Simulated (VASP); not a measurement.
Wanted: the native input for a VASP 6.6.1 run.

```yaml
Task: single point
Functional: r2SCAN
Potentials_or_basis: VASP PAW PBE potentials, release 64 (W_sv, Se)
Cutoff: 520 eV
k_mesh: 6 × 6 × 4
Occupations: fermi-dirac, width 0.02 eV
Spin: no spin polarisation
Dipole_correction: no
Further_INCAR_settings: ALGO = Normal; EDIFF = 1e-07; NBANDS = 20
```

WSe2:

```xyz
3
Lattice="3.3153 0.0000 0.0000 -1.6577 2.8712 0.0000 0.0000 0.0000 6.5192" Properties=species:S:1:pos:R:3 pbc="T T T"
W     0.0000    0.0000    0.0000
Se    0.0000    1.9141    1.6765
Se    1.6577    0.9571    4.8427
```

One way to write it, as run:

POSCAR

```
WSe2
1.0
    3.3153441874      0.0000000000      0.0000000000
   -1.6576720937      2.8711722886      0.0000000000
    0.0000000000      0.0000000000      6.5191986732
W Se
1 2
Direct
    0.0000000000      0.0000000000      0.0000000000
    0.3333333333      0.6666666667      0.2571683820
    0.6666666667      0.3333333333      0.7428316180
```

INCAR.step1

```
ALGO = Normal ; EDIFF = 1E-4
ENCUT = 520 ; GGA = PE
ISMEAR = -1 ; LASPH = T
LCHARG = F ; LREAL = F
LWAVE = T ; NBANDS = 20
NELM = 100 ; PREC = Accurate
SIGMA = 0.02
```

INCAR.step2

```
ALGO = Normal ; EDIFF = 1E-7
ENCUT = 520 ; ISIF = 2
ISMEAR = -1 ; ISTART = 1
LASPH = T ; LCHARG = T
LELF = T ; LMIXTAU = T
LREAL = F ; LVHAR = T
LWAVE = F ; METAGGA = R2SCAN
NBANDS = 20 ; NELM = 100
PREC = Accurate ; SIGMA = 0.02
```

KPOINTS

```
k-points
0
Gamma
  6 6 4
```

Potentials or basis: VASP PAW PBE potentials, release 64 (W_sv, Se).

The run is started by

```sh
$ cat potpaw_PBE.64/W_sv/POTCAR potpaw_PBE.64/Se/POTCAR > POTCAR
$ cp INCAR.step1 INCAR
$ mpirun -np 1 vasp_std > vasp.out
$ cp INCAR.step2 INCAR
$ mpirun -np 1 vasp_std > vasp.out
```

It gave:

| Item | Value |
| --- | --- |
| Pressure | 1.7 GPa |
| Largest force | 0.063 eV/Å |
| Band gap on the k mesh | zero (bands 13 and 14 overlap by 0.93 eV) |

Caveat: the k points lie up to 0.36 Å⁻¹ apart, too coarse for converged energies and pressures of a metal; the PAW data sets were made with another functional, which shifts forces and pressure a little; spin-orbit coupling is left out, which moves the levels of the heavy elements.

Run time: 120 s on 1 thread of AMD EPYC 7R13 Processor (Zen 3) (shared host), peak memory 0.18 GiB.
